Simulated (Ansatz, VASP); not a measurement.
One calculation of LiH, two programs

File INCAR:

```
PREC = Accurate ; ENCUT = 750
EDIFF = 1E-6 ; ISMEAR = -1
SIGMA = 0.05 ; LREAL = False
LASPH = True ; NELM = 120
ALGO = Normal ; ISIF = 2
LWAVE = False ; LCHARG = False
GGA = PE ; NBANDS = 9
GGA_COMPAT = False
```

Contents of KPOINTS:

```
Automatic mesh
0
Gamma
  7 7 7
```

POSCAR

```
LiH
1.0
    2.8803990000      0.0000000000      0.0000000000
    1.4401995000      2.4944987070      0.0000000000
    1.4401995000      0.8314995690      2.3518359352
Li H
1 1
Direct
    0.0000000000      0.0000000000      0.0000000000
    0.5000000000      0.5000000000      0.5000000000
```

Input for Ansatz:

```yaml
crystal:
  lattice:
    a: 2.880399
    b: 2.880399
    c: 2.880399
    alpha: 60.0
    beta: 60.0
    gamma: 60.0
  atoms:
    - { symbol: Li, position: [0.0, 0.0, 0.0] }
    - { symbol: H, position: [0.5, 0.5, 0.5] }
kpoints:
  mp_grid:
    grid: [7, 7, 7]
hamiltonian:
  xc: pbe
  pseudopotentials:
    kind: paw
scf:
  occupations:
    method: fermi_dirac
    width: 0.05
output:
  forces: true
  stress: true
  eigenvalues: true
```

Alike in both runs: task single point; functional PBE; k mesh 7 × 7 × 7; occupations fermi-dirac, width 0.05 eV; no spin polarisation.

```csv
,VASP,Ansatz
version,VASP 6.6.1,Ansatz 0.2.0
potentials or method,"VASP PAW PBE potentials, release 64 (Li_sv, H)","plane waves, PAW"
plane-wave cutoff (eV),750,420
valence electrons in the cell,4,4
```

```csv
,VASP,Ansatz,Ansatz less VASP
gap on the k mesh at the Fermi level (eV),3.49,3.49,+0.004
pressure (GPa),-1.8,-1.6,+0.17
```
